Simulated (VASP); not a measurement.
# SiC8 in VASP: a series of runs

SiC8 is run at these levels: PBE+D3(BJ); tasks: single point.

All numbers are computed with VASP 6.6.1; they aren't measurements. Logs are shortened: lines on timing, memory, paths and dates and some standing lists are left out, and cuts for length are marked.

## Step 1: The cell of the first run

The cell holds a slab with vacuum, 9 atoms: a = 4.931 Å, b = 4.931 Å, c = 17.400 Å, α = 90.00°, β = 90.00°, γ = 120.00°.

## Step 2: Single point, PBE+D3(BJ), collinear spin

The input, INCAR:

```
PREC = Accurate ; ENCUT = 520
EDIFF = 1E-7 ; ISMEAR = 0
SIGMA = 0.1 ; LREAL = F
LASPH = T ; NELM = 150
ALGO = Normal ; ISIF = 2
LWAVE = F ; LCHARG = F
ISPIN = 2 ; MAGMOM = 0 0 0 0 0 0 0 0 2
LORBIT = 11 ; LDIPOL = T
IDIPOL = 3 ; DIPOL = 0.5 0.5 0.248
GGA = PE ; IVDW = 12
NBANDS = 32
```

The input, KPOINTS:

```
Automatic mesh
0
Gamma
  6 6 1
```

The input, POSCAR:

```
SiC8
1.0
    4.9313048819      0.0000000000      0.0000000000
   -2.4656524409      4.2706353015      0.0000000000
    0.0000000000      0.0000000000     17.4000331942
C Si
8 1
Direct
    0.3333333333      0.1666666667      0.2298865266
    0.3333333333      0.6666666667      0.2298865266
    0.8333333333      0.1666666667      0.2298865266
    0.8333333333      0.6666666667      0.2298865266
    0.1666666667      0.3333333333      0.2298846189
    0.1666666667      0.8333333333      0.2298846189
    0.6666666667      0.3333333333      0.2298846189
    0.6666666667      0.8333333333      0.2298846189
    0.3333333333      0.1666666667      0.3908057599
```

Potentials or basis: VASP PAW PBE potentials, release 64 (C, Si).

The run is started by

```console
$ cat potpaw_PBE.64/C/POTCAR potpaw_PBE.64/Si/POTCAR > POTCAR
$ mpirun -np 1 vasp_std > vasp.out
```

OUTCAR:

```text
PREC = Accurate
   ENCUT = 520
   EDIFF = 1E-7
   ISMEAR = 0
   LREAL = F
   LASPH = T
   NELM = 150
   ISIF = 2
   ISPIN = 2
   LORBIT = 11
   GGA = PE
   IVDW = 12
 IVDW          = 12

 ion  position               nearest neighbor table
   1  0.333  0.167  0.230-   5 1.42   6 1.42   7 1.42
   2  0.333  0.667  0.230-   6 1.42   5 1.42   8 1.42
   3  0.833  0.167  0.230-   7 1.42   8 1.42   5 1.42
   4  0.833  0.667  0.230-   8 1.42   7 1.42   6 1.42
   5  0.167  0.333  0.230-   1 1.42   2 1.42   3 1.42
   6  0.167  0.833  0.230-   2 1.42   1 1.42   4 1.42
   7  0.667  0.333  0.230-   3 1.42   4 1.42   1 1.42
   8  0.667  0.833  0.230-   4 1.42   3 1.42   2 1.42
   9  0.333  0.167  0.391-

  LATTYP: Found a hexagonal cell.
 ALAT       =     4.9313048819
 C/A-ratio  =     3.5284845717

  Lattice vectors:

 A1 = (   4.9313048819,   0.0000000000,   0.0000000000)
 A2 = (  -2.4656524409,   4.2706353015,   0.0000000000)
 A3 = (   0.0000000000,   0.0000000000,  17.4000331942)

Analysis of symmetry for initial positions (statically):
=====================================================================
 Subroutine PRICEL returns:
 Original cell was already a primitive cell.

 Routine SETGRP: Setting up the symmetry group for a
 hexagonal supercell.

 Subroutine GETGRP returns: Found  6 space group operations
 (whereof  2 operations were pure point group operations)
 out of a pool of 24 trial point group operations.

The static configuration has the point symmetry C_1h.
 The point group associated with its full space group is C_3v.

Analysis of symmetry for dynamics (positions and initial velocities):
=====================================================================
 Subroutine PRICEL returns:
 Original cell was already a primitive cell.

 Routine SETGRP: Setting up the symmetry group for a
 hexagonal supercell.

 Subroutine GETGRP returns: Found  6 space group operations
 (whereof  2 operations were pure point group operations)
 out of a pool of 24 trial point group operations.

The dynamic configuration has the point symmetry C_1h.
 The point group associated with its full space group is C_3v.

Analysis of structural, dynamic, and magnetic symmetry:
=====================================================================
 Subroutine PRICEL returns:
 Original cell was already a primitive cell.

 Routine SETGRP: Setting up the symmetry group for a
 hexagonal supercell.

 Subroutine GETGRP returns: Found  6 space group operations
 (whereof  2 operations were pure point group operations)
 out of a pool of 24 trial point group operations.

The overall configuration has the point symmetry C_1h.
 The point group associated with its full space group is C_3v.

 Subroutine INISYM returns: Found  6 space group operations
 (whereof  2 operations are pure point group operations),
 and found     1 'primitive' translations

----------------------------------------------------------------------------------------

                                     Primitive cell

  volume of cell :     366.4413

  direct lattice vectors                    reciprocal lattice vectors
     4.931304882  0.000000000  0.000000000     0.202786083  0.117078599  0.000000000
    -2.465652441  4.270635301  0.000000000     0.000000000  0.234157199  0.000000000
     0.000000000  0.000000000 17.400033194     0.000000000  0.000000000  0.057471155

  length of vectors
     4.931304882  4.931304882 17.400033194     0.234157199  0.234157199  0.057471155

  position of ions in fractional coordinates (direct lattice)
     0.333333333  0.166666667  0.229886527
     0.333333333  0.666666667  0.229886527
     0.833333333  0.166666667  0.229886527
     0.833333333  0.666666667  0.229886527
     0.166666667  0.333333333  0.229884619
     0.166666667  0.833333333  0.229884619
     0.666666667  0.333333333  0.229884619
     0.666666667  0.833333333  0.229884619
     0.333333333  0.166666667  0.390805760

[... 55 lines left out ...]
 SYSTEM =  unknown system
   PREC   = accura    normal or accurate (medium, high low for compatibility)
   ISTART =      0    job   : 0-new  1-cont  2-samecut
   ICHARG =      2    charge: 1-file 2-atom 10-const
   ISPIN  =      2    spin polarized calculation?
   LNONCOLLINEAR =      F non collinear calculations
   LSORBIT =      F    spin-orbit coupling
   LASPH  =      T    aspherical Exc in radial PAW
   ENCUT  =  520.0 eV  38.22 Ry    6.18 a.u.   9.17  9.17 32.35*2*pi/ulx,y,z
   NELM   =    150;   NELMIN=  2; NELMDL= -5     # of ELM steps
   EDIFF  = 0.1E-06   stopping-criterion for ELM
   LREAL  =      F    real-space projection
   EDIFFG = 0.1E-05   stopping-criterion for IOM
   NSW    =      0    number of steps for IOM
   IBRION =     -1    ionic relax: 0-MD 1-quasi-New 2-CG
   NFREE  =      0    steps in history (QN), initial steepest desc. (CG)
   ISIF   =      2    stress and relaxation
   ISYM   =      2    0-nonsym 1-usesym 2-fastsym
   POTIM  = 0.5000    time-step for ionic-motion
   TEBEG  =    0.0;   TEEND  =   0.0 temperature during run
   PSTRESS=    0.0 pullay stress
   NELECT =      36.0000    total number of electrons
   NUPDOWN=      -1.0000    fix difference up-down
   EMIN   =  10.00;   EMAX   =-10.00  energy-range for DOS
   EFERMI =   0.00;   METHOD = LEGACY
   ISMEAR =     0;   SIGMA  =   0.10  broadening in eV -4-tet -1-fermi 0-gaus
   EFERMI_NEDOS =   21; number of points for ismear=-14 and -15
   IALGO  =     38    algorithm
   IMIX   =      4    mixing-type and parameters
     AMIX     =   0.40;   BMIX     =  1.00
     AMIX_MAG =   1.60;   BMIX_MAG =  1.00
  volume/ion in A,a.u.               =      40.72       274.76
  Fermi-wavevector in a.u.,A,eV,Ry     =   0.755395  1.427490  7.763781  0.570622
  Thomas-Fermi vector in A             =   1.853280
   LORBIT       =     11    0 simple, 1 ext, 2 COOP (PROOUT), +10 PAW based schemes
   GGA     = PE    functional components
   LHFCALC =     F    Hartree Fock is set to
   AEXX    =    0.0000 exact exchange contribution
   IVDW    =    12    specifies the selected vdW correction
   LEPSILON=     F    determine dielectric tensor
   LRPA    =     F    only Hartree local field effects (RPA)
 spin polarized calculation
 Gauss-broadening in eV      SIGMA  =   0.10
  energy-cutoff  :      520.00
  volume of cell :      366.44
 maximum number of plane-waves:      9900
 NGX is ok and might be reduce to    40
   NGX = 19   NGY = 19   NGZ = 65

 number of electron      35.9999997 magnetization       1.8888892

 dipolmoment           0.000000      0.000000     -0.001142 electrons x Angstroem

 Free energy of the ion-electron system (eV)
  ---------------------------------------------------
  ext. energy  EPLUGINS =         0.00000000
  ---------------------------------------------------
  free energy    TOTEN  =       -74.94089683 eV

  energy without entropy =      -74.92505682  energy(sigma->0) =      -74.93297683

 E-fermi :  -1.4532     XC(G=0):  -3.3738

 val. band max:       -1.4556460429   @ k =   0.3333  -0.0000   0.0000
 cond. band min:      -1.3992623889   @ k =   0.1667  -0.0000   0.0000
 fundamental gap:      0.0563836540
 Fermi energy:        -1.4531820022

 spin component 1

 k-point     1 :       0.0000    0.0000    0.0000
  band No.  band energies     occupation
      1     -21.5502      1.00000
      2     -16.3579      1.00000
      3     -16.2774      1.00000
      4     -16.2774      1.00000
      5     -15.2597      1.00000
      6     -15.2597      1.00000
[... 220 lines left out ...]
     29       4.3959      0.00000
     30       4.7935      0.00000
 Fermi energy:        -1.4531820022

 spin component 2

 k-point     1 :       0.0000    0.0000    0.0000
  band No.  band energies     occupation
      1     -21.5318      1.00000
      2     -16.3454      1.00000
      3     -16.2553      1.00000
      4     -16.2553      1.00000
      5     -15.2434      1.00000
      6     -15.2434      1.00000
[... 220 lines left out ...]
     29       4.6623      0.00000
     30       5.0796      0.00000
 [bands above 30 left out]

------------------------ aborting loop because EDIFF is reached ----------------------------------------

 vacuum level on the upper side and lower side of the slab       (xc-potential included)        -0.145        -0.110

 Edisp (eV)   -1.03814

 E8    (eV) :    -0.3424

  FORCE on cell =-STRESS in cart. coord.  units (eV):
  Direction    XX          YY          ZZ          XY          YZ          ZX
  --------------------------------------------------------------------------------------
  -------------------------------------------------------------------------------------
  Total       1.05712     1.05712    -1.34069     0.00000    -0.00000     0.00000
  in kB       4.62199     4.62199    -5.86184     0.00000    -0.00000     0.00000
  external pressure =        1.13 kB  Pullay stress =        0.00 kB

 VOLUME and BASIS-vectors are now :
 -----------------------------------------------------------------------------
  energy-cutoff  :      520.00
  volume of cell :      366.44
      direct lattice vectors                 reciprocal lattice vectors
     4.931304882  0.000000000  0.000000000     0.202786083  0.117078599  0.000000000
    -2.465652441  4.270635301  0.000000000     0.000000000  0.234157199  0.000000000
     0.000000000  0.000000000 17.400033194     0.000000000  0.000000000  0.057471155

 POSITION                                       TOTAL-FORCE (eV/Angst)
 -----------------------------------------------------------------------------------
      1.23283      0.71177      4.00003         0.000000     -0.000000      0.467700
     -0.00000      2.84709      4.00003         0.057655      0.033287     -0.082694
      3.69848      0.71177      4.00003        -0.000000     -0.066575     -0.082694
      2.46565      2.84709      4.00003        -0.057655      0.033287     -0.082694
      0.00000      1.42355      4.00000        -0.344777      0.199057      0.097336
     -1.23283      3.55886      4.00000        -0.000000     -0.398114      0.097336
      2.46565      1.42355      4.00000         0.344777      0.199057      0.097336
      1.23283      3.55886      4.00000         0.000000     -0.000000     -0.051716
      1.23283      0.71177      6.80003         0.000000      0.000000     -0.459909
 -----------------------------------------------------------------------------------
    total drift:                               -0.000000      0.000000     -0.000177

  FREE ENERGIE OF THE ION-ELECTRON SYSTEM (eV)
  ---------------------------------------------------
  free  energy   TOTEN  =       -75.9790337013 eV

  energy  without entropy=      -75.9631936905  energy(sigma->0) =      -75.97111370

 vacuum level on the upper side and lower side of the slab         2.068         2.134

 total charge

# of ion       s       p       d       tot
------------------------------------------
    1        0.864   1.786   0.000   2.650
    2        0.862   1.790   0.000   2.651
    3        0.862   1.790   0.000   2.651
    4        0.862   1.790   0.000   2.651
    5        0.863   1.785   0.000   2.648
    6        0.863   1.785   0.000   2.648
    7        0.863   1.785   0.000   2.648
    8        0.863   1.785   0.000   2.648
    9        0.954   0.555   0.000   1.508
--------------------------------------------------
tot          7.856  14.849   0.000  22.705

 magnetization (x)

# of ion       s       p       d       tot
------------------------------------------
    1       -0.000  -0.002   0.000  -0.002
    2        0.001   0.018   0.000   0.019
    3        0.001   0.018   0.000   0.019
    4        0.001   0.018   0.000   0.019
    5        0.000  -0.002   0.000  -0.002
    6        0.000  -0.002   0.000  -0.002
    7        0.000  -0.002   0.000  -0.002
    8        0.000   0.005   0.000   0.005
    9        0.008   0.514   0.000   0.521
--------------------------------------------------
tot          0.012   0.564   0.000   0.576
```

Run time: 5.5 min. Hardware: 1 thread of Intel Xeon 6975P-C (Granite Rapids), shared host; peak memory 0.72 GiB.

What came out:

| Quantity | Value |
| --- | --- |
| Free energy | -75.9790 eV |
| Largest force | 0.468 eV/Å |
| Net moment | 1.89 μB per cell |
| Site moments | C -0.00, +0.02, +0.01 (each value once); Si +0.52 μB |
| Valence electrons inside the program's atomic spheres | C 2.65; Si 1.51 |
| Dispersion energy per atom | -0.115 eV |

Forces in eV/Å, atoms in the order of the input:
```
C    0.000  0.000  0.468
C    0.058  0.033 -0.083
C    0.000 -0.067 -0.083
C   -0.058  0.033 -0.083
C   -0.345  0.199  0.097
C    0.000 -0.398  0.097
C    0.345  0.199  0.097
C    0.000  0.000 -0.052
Si   0.000  0.000 -0.460
```

Caveat: a moment this small can come from the mesh or the smearing.

## Step 3: Single point, PBE+D3(BJ), collinear spin

The input, INCAR:

```
SYSTEM = SiC8
  PREC = Accurate
  ENCUT = 520
  EDIFF = 1E-6
  ISMEAR = 0
  SIGMA = 0.1
  LREAL = .FALSE.
  LASPH = .TRUE.
  NELM = 150
  ALGO = Normal
  ISIF = 2
  LWAVE = .FALSE.
  LCHARG = .FALSE.
  ISPIN = 2
  MAGMOM = 0 0 0 0 0 0 0 0 2
  LORBIT = 11
  LDIPOL = .TRUE.
  IDIPOL = 3
  DIPOL = 0.5 0.5 0.248
  GGA = PE
  IVDW = 12
  NBANDS = 32
```

The input, KPOINTS:

```
Automatic mesh
0
G
  6 6 1
  0 0 0
```

POSCAR is that of step 2.

Potentials or basis: VASP PAW PBE potentials, release 64 (C, Si).

The run is started by

```console
$ cat potpaw_PBE.64/C/POTCAR potpaw_PBE.64/Si/POTCAR > POTCAR
$ mpirun -np 1 vasp_std > vasp.out
```

Run time: 5 min. Hardware: 1 thread of Intel Xeon 6975P-C (Granite Rapids), shared host; peak memory 0.72 GiB.

It converged, with:

```
Free energy                                           : -75.9790 eV
Largest force                                         : 0.468 eV/Å
Net moment                                            : 1.89 μB per cell
Site moments                                          : C -0.00, +0.02, +0.01 (each value once); Si +0.52 μB
Valence electrons inside the program's atomic spheres : C 2.65; Si 1.51
Dispersion energy per atom                            : -0.115 eV
```

Forces on the atoms (eV/Å):
```
C    0.000  0.000  0.468
C    0.058  0.033 -0.083
C    0.000 -0.067 -0.083
C   -0.058  0.033 -0.083
C   -0.345  0.199  0.097
C    0.000 -0.398  0.097
C    0.345  0.199  0.097
C    0.000  0.000 -0.052
Si   0.000  0.000 -0.460
```

Levels at points of the mesh, in eV from the Fermi level:
Spin up:
| k point | band 17 | band 18 | band 19 | band 20 | band 21 | band 22 |
| --- | --- | --- | --- | --- | --- | --- |
| (0.00, 0.00, 0.00) | -2.98 | -0.10 | -0.10 | -0.09 | 1.19 | 1.39 |
| (0.50, 0.00, 0.00) | -3.41 | -1.03 | -0.02 | 0.37 | 2.21 | 2.23 |
Spin down:
```csv
k point,band 13,band 14,band 15,band 16,band 17,band 18,band 19,band 20,band 21,band 22
"(0.00, 0.00, 0.00)",-3.58,-3.58,-3.09,-2.91,-2.91,0.44,0.82,0.82,1.35,2.40
"(0.50, 0.00, 0.00)",-5.64,-5.55,-5.19,-3.35,-3.33,0.54,1.03,1.70,2.29,2.36
```

Caveat: a moment this small can come from the mesh or the smearing.
